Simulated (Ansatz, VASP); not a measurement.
Cu: VASP beside Ansatz

INCAR

```
PREC = Accurate
ENCUT = 520
EDIFF = 1E-7
ISMEAR = 0
SIGMA = 0.1
LREAL = F
LASPH = T
NELM = 60
ALGO = Fast
ISIF = 2
LWAVE = F
LCHARG = F
GGA = PE
NBANDS = 24
```

Contents of KPOINTS:

```
regular mesh
0
Gamma
  6 6 4
```

POSCAR

```
Cu
1.0
    2.5470777900      0.0000000000      0.0000000000
   -1.2735389000      2.2058340700      0.0000000000
    0.0000000000      0.0000000000      6.3060092000
Cu
3
Direct
    0.3333333300      0.6666666700      0.7981972200
    0.0000000000      0.0000000000      0.5000000000
    0.6666666700      0.3333333300      0.2018027800
```

Input for Ansatz:

```yaml
crystal:
  lattice:
    - [2.54707779, 0.0, 0.0]
    - [-1.2735389, 2.20583407, 0.0]
    - [0.0, 0.0, 6.3060092]
  atoms:
    - { symbol: Cu, position: [0.33333333, 0.66666667, 0.79819722] }
    - { symbol: Cu, position: [0.0, 0.0, 0.5] }
    - { symbol: Cu, position: [0.66666667, 0.33333333, 0.20180278] }
basis:
  ecutwfc: 420
kpoints:
  mp_grid: { grid: [6, 6, 4] }
hamiltonian:
  xc: pbe
scf:
  occupations: { method: gaussian, width: 0.1 }
  lower_state_search: "off"
output:
  forces: true
  stress: true
  eigenvalues: true
```

Alike in both runs: task single point; functional PBE; k mesh 6 × 6 × 4; occupations gaussian, width 0.1 eV; no spin polarisation.

```csv
,VASP,Ansatz
version,VASP 6.6.1,Ansatz 0.2.0
potentials or method,"VASP PAW PBE potentials, release 64 (Cu), cutoff 520 eV","scalar-relativistic, plane waves, PAW"
valence electrons in the cell,33,57
```

```csv
,VASP,Ansatz,Ansatz less VASP
gap on the k mesh at the Fermi level (eV),none,none,-
pressure (GPa),10.8,10.7,-0.02
"traceless stress, the component that is largest in VASP (GPa)",1.68,1.78,+0.101
rms of the force components (eV/Å),0.841,0.838,-0.0028
```

Atom by atom the forces differ by 0.003 eV/Å (rms over components). A gap of «none» marks a metal or a gap that the smearing closes. VASP's potentials hold 33 valence electrons a cell and Ansatz's 57, so a difference there can come from the potentials and not from the codes.

The k mesh is coarse, so the values compare programs but aren't converged.
